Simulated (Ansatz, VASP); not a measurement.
# One calculation of Se, two programs

INCAR

```
SYSTEM = Se
ALGO = Normal ; EDIFF = 1E-6
ENCUT = 520 ; GGA = PS
ISIF = 2 ; ISMEAR = -1
LASPH = .TRUE. ; LCHARG = .FALSE.
LREAL = .FALSE. ; LWAVE = .FALSE.
NBANDS = 13 ; NELM = 80
PREC = Accurate ; SIGMA = 0.1
```

KPOINTS

```
k-points
0
G
  12 12 9
  0 0 0
```

File POSCAR:

```
Se
1.0
    3.6531351657      0.0000000000      0.0000000000
   -1.8265675829      3.1637078570      0.0000000000
    0.0000000000      0.0000000000      3.9290077399
Se
2
Direct
    0.3333333333      0.6666666667      0.2500000000
    0.6666666667      0.3333333333      0.7500000000
```

Input for Ansatz:

```yaml
crystal:
  lattice:
    - [3.6531351657, 0.0, 0.0]
    - [-1.8265675829, 3.163707857, 0.0]
    - [0.0, 0.0, 3.9290077399]
  atoms:
    - { symbol: Se, position: [0.3333333333, 0.6666666667, 0.25] }
    - { symbol: Se, position: [0.6666666667, 0.3333333333, 0.75] }
hamiltonian:
  xc: pbesol
  pseudopotentials:
    kind: paw
    azcp:
      Se: "pseudopotentials/Se.paw.azcp"
basis:
  ecutwfc: 420
  fft_grid_basis: typed
kpoints:
  mp_grid: { grid: [12, 12, 9], shift: [0, 0, 0] }
magnetization:
  spin_polarized: false
scf:
  occupations: { method: fermi_dirac, width: 0.1 }
  lower_state_search: "off"
output:
  stress: true
```

Alike in both runs: task single point; functional PBEsol; k mesh 12 × 12 × 9; occupations fermi-dirac, width 0.1 eV; no spin polarisation.

```csv
,VASP,Ansatz
version,VASP 6.6.1,Ansatz 0.2.0
potentials or method,"VASP PAW PBE potentials, release 64 (Se), cutoff 520 eV","plane waves (420 eV) with PAW, scalar-relativistic"
valence electrons in the cell,12,32
```

VASP gave:

```
pressure (GPa)                                                : -5.1
traceless stress, the component that is largest in VASP (GPa) : -2.23
```

Q: Estimate Ansatz's values.

A: Pressure (GPa): -5.2; traceless stress, the component that is largest in VASP (GPa): -2.25.

VASP's potentials were made for PBE, not for PBEsol, and Ansatz warns of the same on its side. With one functional, cell and mesh, what is left measures potentials, basis and numerics. VASP's potentials hold 12 valence electrons a cell and Ansatz's 32, so a difference there can come from the potentials and not from the codes.
